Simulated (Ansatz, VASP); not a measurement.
**Two plane-wave programs on RuSe**

```
CELL_PARAMETERS angstrom
0.00000 2.78823 2.78823
2.78823 0.00000 2.78823
2.78823 2.78823 0.00000
ATOMIC_POSITIONS crystal
Ru 0.00000 0.00000 0.00000
Se 0.25000 0.25000 0.25000
```

Alike in both runs: task single point; functional PBE; k mesh 10 × 10 × 10; occupations gaussian, width 0.05 eV; no spin polarisation.

|  | VASP | Ansatz |
| --- | --- | --- |
| version | VASP 6.6.1 | Ansatz 0.2.0 |
| potentials or method | VASP PAW PBE potentials, release 64 (Ru_pv, Se), cutoff 520 eV | scalar-relativistic, plane waves, PAW |
| valence electrons in the cell | 20 | 32 |

VASP gave:

| Property | Result |
| --- | --- |
| gap on the k mesh at the Fermi level (eV) | none |
| pressure (GPa) | -4.1 |

Task: Estimate Ansatz's values.

Result: gap on the k mesh at the Fermi level (eV): none; pressure (GPa): -4.2.

A gap of «none» marks a metal or a gap that the smearing closes. VASP's potentials hold 20 valence electrons a cell and Ansatz's 32, so a difference there can come from the potentials and not from the codes.
